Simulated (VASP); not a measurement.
# Al3As (P4/mmm) in VASP: notebook

Al3As is run at these levels: PBE; tasks: single point, relaxation of cell and atoms.

Program: VASP 6.6.1. These are calculated values, not measurements. Logs are shortened: lines on timing, memory, paths and dates and some standing lists are left out, and cuts for length are marked.

### Step 1. The cell of the first run

It takes space group P4/mmm (No. 123, tetragonal). Conventional cell: a = 2.822 Å, b = 2.822 Å, c = 8.943 Å, α = 90.00°, β = 90.00°, γ = 90.00°. Al (site symmetry 4mm) has 1 As at 1.54 Å within 2.1 Å. Within 3.7 Å of Al (site symmetry 4/mmm) lie 6 Al at 2.82 to 2.93 Å. Within 2.1 Å of As (site symmetry 4/mmm) lie 2 Al at 1.54 Å.

### Step 2. Single point, PBE

INCAR

```
ALGO     = Normal         # electronic algorithm
EDIFF    = 1E-7           # SCF threshold, eV
ENCUT    = 520            # plane-wave cutoff, eV
GGA      = PE             # functional
ISIF     = 2              # what is computed and relaxed
ISMEAR   = 0              # smearing method
LASPH    = True           # aspherical terms in the spheres
LCHARG   = False          # write CHGCAR
LREAL    = False          # projectors in reciprocal space
LWAVE    = False          # write WAVECAR
NBANDS   = 15             # bands
NELM     = 80             # most SCF steps
PREC     = Accurate       # precision mode
SIGMA    = 0.1            # smearing width, eV
```

KPOINTS

```
k-points
0
Gamma
  6 6 2
```

POSCAR

```
Al3As
1.0
    2.8219592500      0.0000000000      0.0000000000
    0.0000000000      2.8219592500      0.0000000000
    0.0000000000      0.0000000000      8.9431888400
Al As
3 1
Direct
    0.0000000000      0.0000000000      0.8279719100
    0.0000000000      0.0000000000      0.1720280900
    0.0000000000      0.0000000000      0.5000000000
    0.0000000000      0.0000000000      0.0000000000
```

Potentials or basis: VASP PAW PBE potentials, release 64 (Al, As).

The run is started by

```
$ cat potpaw_PBE.64/Al/POTCAR potpaw_PBE.64/As/POTCAR > POTCAR
$ mpirun -np 1 vasp_std > vasp.out
```

OUTCAR:

```text
EDIFF = 1E-7
   ENCUT = 520
   GGA = PE
   ISIF = 2
   ISMEAR = 0
   LASPH = True
   LREAL = False
   NELM = 80
   PREC = Accurate

 ion  position               nearest neighbor table
   1  0.000  0.000  0.828-   4 1.54   3 2.93   2 3.08
   2  0.000  0.000  0.172-   4 1.54   3 2.93   1 3.08
   3  0.000  0.000  0.500-   1 2.93   2 2.93
   4  0.000  0.000  0.000-   1 1.54   2 1.54

 -----------------------------------------------------------------------------
|                                                                             |
|           W    W    AA    RRRRR   N    N  II  N    N   GGGG   !!!           |
|           W    W   A  A   R    R  NN   N  II  NN   N  G    G  !!!           |
|           W    W  A    A  R    R  N N  N  II  N N  N  G       !!!           |
|           W WW W  AAAAAA  RRRRR   N  N N  II  N  N N  G  GGG   !            |
|           WW  WW  A    A  R   R   N   NN  II  N   NN  G    G                |
|           W    W  A    A  R    R  N    N  II  N    N   GGGG   !!!           |
|                                                                             |
|     The distance between some ions is very small. Please check the          |
|     nearest-neighbor list in the OUTCAR file.                               |
|     I HOPE YOU KNOW WHAT YOU ARE DOING!                                     |
|                                                                             |
 -----------------------------------------------------------------------------

  LATTYP: Found a simple tetragonal cell.
 ALAT       =     2.8219592500
 C/A-ratio  =     3.1691417373

  Lattice vectors:

 A1 = (   2.8219592500,   0.0000000000,   0.0000000000)
 A2 = (   0.0000000000,   2.8219592500,   0.0000000000)
 A3 = (   0.0000000000,   0.0000000000,   8.9431888400)

Analysis of symmetry for initial positions (statically):
=====================================================================
 Subroutine PRICEL returns:
 Original cell was already a primitive cell.

 Routine SETGRP: Setting up the symmetry group for a
 simple tetragonal supercell.

 Subroutine GETGRP returns: Found 16 space group operations
 (whereof 16 operations were pure point group operations)
 out of a pool of 16 trial point group operations.

The static configuration has the point symmetry D_4h.

Analysis of symmetry for dynamics (positions and initial velocities):
=====================================================================
 Subroutine PRICEL returns:
 Original cell was already a primitive cell.

 Routine SETGRP: Setting up the symmetry group for a
 simple tetragonal supercell.

 Subroutine GETGRP returns: Found 16 space group operations
[... 121 lines left out ...]
     AMIX     =   0.40;   BMIX     =  1.00
     AMIX_MAG =   1.60;   BMIX_MAG =  1.00
  volume/ion in A,a.u.               =      17.80       120.15
  Fermi-wavevector in a.u.,A,eV,Ry     =   0.951889  1.798809 12.328134  0.906092
  Thomas-Fermi vector in A             =   2.080401
   LORBIT       =      0    0 simple, 1 ext, 2 COOP (PROOUT), +10 PAW based schemes
   GGA     = PE    functional components
   LHFCALC =     F    Hartree Fock is set to
   AEXX    =    0.0000 exact exchange contribution
   IVDW    =     0    specifies the selected vdW correction
   LEPSILON=     F    determine dielectric tensor
   LRPA    =     F    only Hartree local field effects (RPA)
 non-spin polarized calculation
 Gauss-broadening in eV      SIGMA  =   0.10
  energy-cutoff  :      520.00
  volume of cell :       71.22
 maximum number of plane-waves:      1961
 NGX is ok and might be reduce to    24
   NGX = 11   NGY = 11   NGZ = 33

 number of electron      14.0000000 magnetization

 Free energy of the ion-electron system (eV)
  ---------------------------------------------------
  ext. energy  EPLUGINS =         0.00000000
  ---------------------------------------------------
  free energy    TOTEN  =         8.57449217 eV

  energy without entropy =        8.58256536  energy(sigma->0) =        8.57852876

 E-fermi :   6.7973     XC(G=0):  -9.8448

 val. band max:        6.7535989542   @ k =   0.3333   0.0000   0.5000
 cond. band min:       6.8066823379   @ k =   0.3333   0.0000   0.0000
 fundamental gap:      0.0530833837
 Fermi energy:         6.7973417439

 k-point     1 :       0.0000    0.0000    0.0000
  band No.  band energies     occupation
      1      -9.4902      2.00000
      2      -2.7058      2.00000
      3      -1.3084      2.00000
      4       3.0368      2.00000
      5       3.0670      2.00000
      6       7.0432      0.00051
      7       7.0432      0.00051
      8       9.6545      0.00000
      9      11.5747      0.00000
     10      11.9196      0.00000
     11      14.3252      0.00000
     12      14.5930      0.00000
     13      14.5930      0.00000
     14      15.3275      0.00000
[... 329 lines left out ...]
      2       0.2047      2.00000
      3       0.2047      2.00000
      4       3.2615      2.00000
      5       6.1067      2.00000
      6       6.1067      2.00000
      7       7.2197      0.00000
      8       7.2650      0.00000
      9       7.7962      0.00000
     10       7.7962      0.00000
     11       8.5621      0.00000
     12       9.3090      0.00000
     13       9.6339      0.00000
     14       9.6339      0.00000
     15      11.1356      0.00000

------------------------ aborting loop because EDIFF is reached ----------------------------------------

  FORCE on cell =-STRESS in cart. coord.  units (eV):
  Direction    XX          YY          ZZ          XY          YZ          ZX
  --------------------------------------------------------------------------------------
  -------------------------------------------------------------------------------------
  Total        3.4744056      3.4744056    133.7236647      0.0000000      0.0000000      0.0000000
  in kB       78.1622797     78.1622797   3008.3265374      0.0000000      0.0000000      0.0000000
  external PRESSURE =    1054.8836990 kB  Pullay stress =       0.0000000 kB

 VOLUME and BASIS-vectors are now :
 -----------------------------------------------------------------------------
  energy-cutoff  :      520.00
  volume of cell :       71.22
      direct lattice vectors                 reciprocal lattice vectors
     2.821959250  0.000000000  0.000000000     0.354363728  0.000000000  0.000000000
     0.000000000  2.821959250  0.000000000     0.000000000  0.354363728  0.000000000
     0.000000000  0.000000000  8.943188840     0.000000000  0.000000000  0.111816939

 POSITION                                       TOTAL-FORCE (eV/Angst)
 -----------------------------------------------------------------------------------
      0.00000      0.00000      7.40471        -0.000000     -0.000000    -44.633752
      0.00000      0.00000      1.53848        -0.000000     -0.000000     44.633752
      0.00000      0.00000      4.47159         0.000000      0.000000      0.000000
      0.00000      0.00000      0.00000         0.000000      0.000000      0.000000
 -----------------------------------------------------------------------------------
    total drift:                                0.000000      0.000000      0.000000

  FREE ENERGIE OF THE ION-ELECTRON SYSTEM (eV)
  ---------------------------------------------------
  free  energy   TOTEN  =         8.5744921653 eV

  energy  without entropy=        8.5825653589  energy(sigma->0) =        8.57852876
```

OSZICAR:

```text
N       E                     dE             d eps       ncg     rms          rms(c)
DAV:   1     0.484807272069E+02    0.48481E+02   -0.55032E+03   600   0.779E+02
DAV:   2     0.851357017845E+01   -0.39967E+02   -0.35433E+02   821   0.111E+02
DAV:   3     0.605035111193E+01   -0.24632E+01   -0.24316E+01   775   0.251E+01
DAV:   4     0.602080515832E+01   -0.29546E-01   -0.29540E-01   761   0.354E+00
DAV:   5     0.602016675752E+01   -0.63840E-03   -0.63838E-03   803   0.532E-01    0.828E+00
DAV:   6     0.823865555068E+01    0.22185E+01   -0.83058E+00   741   0.113E+01    0.358E+00
DAV:   7     0.849915384384E+01    0.26050E+00   -0.15395E+00   677   0.500E+00    0.242E+00
DAV:   8     0.856372282984E+01    0.64569E-01   -0.81325E-02   726   0.169E+00    0.103E+00
DAV:   9     0.857418711528E+01    0.10464E-01   -0.17463E-02   754   0.734E-01    0.197E-01
DAV:  10     0.857443769794E+01    0.25058E-03   -0.15322E-03   705   0.198E-01    0.168E-01
DAV:  11     0.857449011413E+01    0.52416E-04   -0.20458E-04   726   0.758E-02    0.325E-02
DAV:  12     0.857449088315E+01    0.76902E-06   -0.19679E-05   812   0.246E-02    0.784E-03
DAV:  13     0.857449224658E+01    0.13634E-05   -0.58605E-06   755   0.133E-02    0.374E-03
DAV:  14     0.857449204700E+01   -0.19958E-06   -0.96180E-07   691   0.540E-03    0.172E-03
DAV:  15     0.857449217815E+01    0.13115E-06   -0.18067E-07   690   0.224E-03    0.542E-04
DAV:  16     0.857449216530E+01   -0.12853E-07   -0.36790E-08   370   0.104E-03
   1 F= 0.85744922E+01 E0= 0.85785288E+01  d E =-.807319E-02
```

Wall time 18 s (1 thread of AMD EPYC 7R13 (Zen 3), shared host); peak memory 0.16 GiB.

What came out:

```yaml
Free_energy: 8.5745 eV
Pressure: 105.5 GPa
Largest_force: 44.634 eV/Å
Band_gap_on_the_k_mesh: zero (band 7 reaches 7.36 eV, above the bottom of band 8 at 6.10 eV)
```

Forces in eV/Å, atoms in the order of the input:
```
Al    0.000   0.000 -44.634
Al    0.000   0.000  44.634
Al    0.000   0.000   0.000
As    0.000   0.000   0.000
```

Caveat: the k points lie up to 0.37 Å⁻¹ apart; forces of over 1 eV/Å act on the atoms, so gaps and moduli don't describe the material at rest.

### Step 3. Single point, PBE

This run uses another cell than the first one, of 20.17 Å³/atom, 1.133 times its volume.

INCAR

```
SYSTEM = Al3As
ALGO = Normal
EDIFF = 1E-6
ENCUT = 520
GGA = PE
ISIF = 2
ISMEAR = 0
LASPH = .TRUE.
LCHARG = .TRUE.
LELF = .TRUE.
LREAL = .FALSE.
LVHAR = .TRUE.
LWAVE = .FALSE.
NBANDS = 15
NELM = 100
PREC = Accurate
SIGMA = 0.1
```

KPOINTS

```
k-points
0
G
  6 6 2
  0 0 0
```

POSCAR

```
Al3As
1.0
    2.7443798160      0.0000000000      0.0000000000
    0.0000000000      2.7443798160      0.0000000000
    0.0000000000      0.0000000000     10.7148146638
Al As
3 1
Direct
    0.0000000000      0.0000000000      0.7495483784
    0.0000000000      0.0000000000      0.2504516216
    0.0000000000      0.0000000000      0.5000000000
    0.0000000000      0.0000000000      0.0000000000
```

Potentials or basis: VASP PAW PBE potentials, release 64 (Al, As).

The run is started by

```
$ cat potpaw_PBE.64/Al/POTCAR potpaw_PBE.64/As/POTCAR > POTCAR
$ mpirun -np 1 vasp_std > vasp.out
```

Run time: 13 s. Hardware: 1 thread of AMD EPYC 7R13 (Zen 3), shared host; peak memory 0.15 GiB.

The run converged. Its results:

```yaml
Free_energy: -14.8806 eV
Pressure: 0.1 GPa
Largest_force: 0.012 eV/Å
Band_gap_on_the_k_mesh: zero (band 7 reaches 9.64 eV, above the bottom of band 8 at 4.21 eV)
```

Forces in eV/Å, atoms in the order of the input:
```
Al   0.000  0.000 -0.012
Al   0.000  0.000  0.012
Al   0.000  0.000  0.000
As   0.000  0.000  0.000
```

Levels at points of the mesh, in eV from the Fermi level:
| k point | band 5 | band 6 | band 7 | band 8 | band 9 | band 10 |
| --- | --- | --- | --- | --- | --- | --- |
| (0.00, 0.00, 0.00) | -4.96 | 0.26 | 1.10 | 4.51 | 4.51 | 7.88 |
| (0.50, 0.00, 0.00) | -3.52 | -2.96 | -1.77 | -1.15 | -0.86 | 2.30 |
| (0.50, 0.50, 0.00) | -0.13 | -0.13 | -0.02 | 0.45 | 0.45 | 1.76 |
| (0.00, 0.00, 0.50) | -2.96 | -2.26 | 3.93 | 4.51 | 4.51 | 5.01 |
| (0.50, 0.00, 0.50) | -3.50 | -3.43 | -2.37 | -1.49 | 0.96 | 1.34 |
| (0.50, 0.50, 0.50) | -0.31 | -0.31 | 0.33 | 0.94 | 0.94 | 1.27 |

Caveat: the k points lie up to 0.38 Å⁻¹ apart.

### Step 4. Relaxation of cell and atoms, PBE

INCAR

```
SYSTEM = Al3As
ALGO = Normal
EDIFF = 1E-6
EDIFFG = -0.04
ENCUT = 600
GGA = PE
IBRION = 2
ISIF = 3
ISMEAR = 0
LASPH = .True.
LCHARG = .False.
LREAL = .False.
LWAVE = .False.
NELM = 60
NSW = 90
PREC = Accurate
SIGMA = 0.1
```

KPOINTS

```
k-points
0
Gamma
  6 6 2
  0 0 0
```

POSCAR

```
Al3As
1.0
    2.8219592500      0.0000000000      0.0000000000
    0.0000000000      2.8219592500      0.0000000000
    0.0000000000      0.0000000000      8.9431888400
Al As
3 1
Direct
    0.0000000000      0.0000000000      0.8279719100
    0.0000000000      0.0000000000      0.1720280900
    0.0000000000      0.0000000000      0.5000000000
    0.0000000000      0.0000000000      0.0000000000
```

The run is started by

```
$ cat potpaw_PBE.64/Al/POTCAR potpaw_PBE.64/As/POTCAR > POTCAR
$ mpirun -np 1 vasp_std > vasp.out
```

It took 25 min on 1 thread of AMD EPYC 7R13 (Zen 3), shared host; peak memory 0.2 GiB.

Results (log left out):

* Free energy: -14.8803 eV
* Relaxed volume: 20.20 Å³/atom
* Relaxed cell: a = 2.744 Å, b = 2.744 Å, c = 10.733 Å, α = 90.00°, β = 90.00°, γ = 90.00°
* Space group after relaxing (to 0.05 Å): P4/mmm (No. 123)
* Energy gained by relaxing: 5863.5 meV/atom
* Ionic steps: 70
* Pressure after relaxing: 0.0 GPa
* Band gap on the k mesh: zero (band 7 reaches 9.59 eV, above the bottom of band 8 at 4.19 eV)

Forces on the atoms (eV/Å):
```
Al   0.000  0.000 -0.002
Al   0.000  0.000  0.002
Al   0.000  0.000  0.000
As   0.000  0.000  0.000
```

Stress tensor (GPa, compression positive):
```
 0.07  0.00  0.00
 0.00  0.07  0.00
 0.00  0.00 -0.16
```

Step by step:
```
step  energy change (eV)  largest force (eV/Å)  pressure (GPa)  volume (Å³)
   1              0.0000               44.6331          105.49        71.22
   3            -17.8006                8.1878            4.84       207.14
   5            -21.3660                0.2017           -3.11       229.76
   7            -21.3874                0.0956           -2.90       227.26
   9            -21.7595                0.1738           -0.40       197.40
  11            -21.7982                0.5295            0.13       191.36
  13            -21.9016                0.4001           -0.29       186.57
  15            -22.1051                0.2150           -1.65       163.35
  17            -22.1855                0.0612           -1.23       155.28
  19            -22.2428                0.0662            0.01       142.20
  21            -22.2467                0.0348            0.04       141.43
  23            -22.2590                0.2111            0.84       130.93
  25            -22.2709                0.1889            0.48       128.33
  27            -22.2492                0.4280           -0.77       115.78
  29            -22.2734                0.3007           -0.34       120.40
  31            -22.3079                0.1113           -1.13       112.33
  33            -23.3749                0.7275            1.96        79.05
  35            153.1680              164.2545          122.67        78.18
  37             77.3240               91.7457          275.83        44.00
  39            107.0154               34.2207          567.07        36.40
  41             81.8866               35.0093          471.81        38.90
  43             10.4000               19.0521          199.26        50.20
  45            -21.2647                0.4564           21.60        69.85
  47            -23.0336                0.5915           -4.12        92.31
  49            -23.1379                1.2195           -0.36        84.03
  51            -23.1432                1.0146           -2.09        86.31
  53            -23.1440                0.9214           -2.60        87.08
  55            -23.2425                0.8411           -1.64        84.81
  57            -23.3210                0.4452            1.26        80.50
  59            -23.3343                0.4276            0.52        81.22
  61            -23.3814                0.0935           -1.88        83.56
  63            -23.4278                0.0806           -1.48        82.57
  65            -23.4502                0.0428           -0.73        81.68
  67            -23.4516                0.0972           -0.47        81.44
  69            -23.4540                0.0034           -0.03        80.82
  70            -23.4542                0.0020            0.00        80.82
```

Final structure:
```cif
data_structure
_symmetry_space_group_name_H-M 'P 1'
_symmetry_Int_Tables_number 1
_cell_length_a 2.7440
_cell_length_b 2.7440
_cell_length_c 10.7332
_cell_angle_alpha 90.000
_cell_angle_beta 90.000
_cell_angle_gamma 90.000
_cell_volume 80.82
loop_
_atom_site_label
_atom_site_type_symbol
_atom_site_fract_x
_atom_site_fract_y
_atom_site_fract_z
_atom_site_occupancy
Al1 Al 0.00000 0.00000 0.74947 1
Al2 Al 0.00000 0.00000 0.25053 1
Al3 Al 0.00000 0.00000 0.50000 1
As1 As 0.00000 0.00000 0.00000 1
```

Levels at points of the mesh, in eV from the Fermi level:
| k point | band 5 | band 6 | band 7 | band 8 | band 9 | band 10 |
| --- | --- | --- | --- | --- | --- | --- |
| (0.00, 0.00, 0.00) | -4.95 | 0.24 | 1.08 | 4.52 | 4.52 | 7.90 |
| (0.50, 0.00, 0.00) | -3.52 | -2.95 | -1.77 | -1.16 | -0.88 | 2.30 |
| (0.50, 0.50, 0.00) | -0.13 | -0.13 | -0.01 | 0.46 | 0.46 | 1.77 |
| (0.00, 0.00, 0.50) | -2.98 | -2.27 | 3.90 | 4.52 | 4.52 | 4.98 |
| (0.50, 0.00, 0.50) | -3.49 | -3.43 | -2.37 | -1.50 | 0.94 | 1.34 |
| (0.50, 0.50, 0.50) | -0.30 | -0.30 | 0.34 | 0.94 | 1.27 | 1.87 |

Caveat: the k points lie up to 0.38 Å⁻¹ apart in the final cell.

### Step 5. Overview

```tsv
task	cell	cutoff (eV)	gap on the mesh (eV)	pressure (GPa)	largest force (eV/Å)
single point	a = 2.822, b = 2.822, c = 8.943 Å, 4 atoms	520	none	105.5	44.63
single point	a = 2.744, b = 2.744, c = 10.715 Å, 4 atoms	520	none	0.1	0.01
relaxation of cell and atoms	relaxed from a = 2.822, b = 2.822, c = 8.943 Å, 4 atoms	600	none	0.0	-
```

Alike in all rows: level PBE; potentials or basis VASP PAW PBE potentials, release 64 (Al, As); no spin polarisation; k mesh 6 × 6 × 2; smearing gaussian 0.1 eV.

Caveats: all runs use coarse meshes; forces of over 1 eV/Å act on the atoms, so gaps and moduli don't describe the material at rest (some runs).

Absolute energies hang on the potentials; compare differences alone.
